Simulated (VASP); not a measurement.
**Al16Cu: single point with PBE+D3(BJ)**

System: Al16Cu, a slab with vacuum.

```
CELL_PARAMETERS angstrom
5.63242 0.00000 0.00000
0.00000 7.96545 0.00000
0.00000 0.00000 21.22935
ATOMIC_POSITIONS crystal
Al 0.25000 0.25000 0.18842
Al 0.25000 0.75000 0.18842
Al 0.75000 0.25000 0.18842
Al 0.75000 0.75000 0.18842
Al 0.00000 0.00000 0.25475
Al 0.00000 0.50000 0.25475
Al 0.50000 0.00000 0.25475
Al 0.50000 0.50000 0.25475
Al 0.25000 0.25000 0.32410
Al 0.25000 0.75000 0.32410
Al 0.75000 0.25000 0.32410
Al 0.75000 0.75000 0.32410
Al 0.00000 0.00000 0.38764
Al 0.00000 0.50000 0.38764
Al 0.50000 0.00000 0.38764
Al 0.50000 0.50000 0.38764
Cu 0.16667 0.25000 0.52895
```

| Item | Value |
| --- | --- |
| Program | VASP 6.6.1 |
| Task | single point |
| Functional | PBE |
| Dispersion | D3(BJ) |
| Potentials or basis | VASP PAW PBE potentials, release 64 (Al, Cu) |
| Cutoff | 520 eV |
| k mesh | 5 × 4 × 1 |
| Occupations | gaussian, width 0.1 eV |
| Spin | no spin polarisation |
| Dipole correction | yes |
| Further INCAR settings | LREAL = Auto; ALGO = Normal; EDIFF = 1e-06; NBANDS = 44 |

- Largest force: 0.975 eV/Å
- Band gap on the k mesh: zero (an odd number of electrons rules out a gap without spin polarisation)
- Dispersion energy per atom: -0.211 eV

Forces in eV/Å, atoms in the order of the input:
```
Al  -0.027  0.000  0.169
Al   0.028  0.000  0.149
Al   0.031  0.000  0.179
Al  -0.027  0.000  0.129
Al  -0.057 -0.002 -0.132
Al  -0.057  0.002 -0.132
Al   0.054 -0.034 -0.103
Al   0.054  0.034 -0.103
Al   0.021  0.000 -0.080
Al   0.038  0.000  0.034
Al  -0.003  0.000 -0.040
Al  -0.027  0.000 -0.062
Al   0.041  0.215  0.376
Al   0.041 -0.215  0.376
Al  -0.020  0.047  0.107
Al  -0.020 -0.047  0.107
Cu  -0.071  0.000 -0.973
```

Levels at points of the mesh, in eV from the Fermi level:
| k point | band 28 | band 29 | band 30 | band 31 | band 32 | band 33 |
| --- | --- | --- | --- | --- | --- | --- |
| (0.00, 0.00, 0.00) | -0.66 | -0.54 | -0.24 | -0.13 | 0.03 | 0.20 |
| (0.00, 0.50, 0.00) | -0.72 | -0.70 | -0.13 | 0.27 | 0.28 | 0.31 |

Run time: 9.2 min on 1 thread of Intel(R) Xeon(R) 6975P-C (Granite Rapids), with other jobs on the host, peak memory 0.88 GiB.
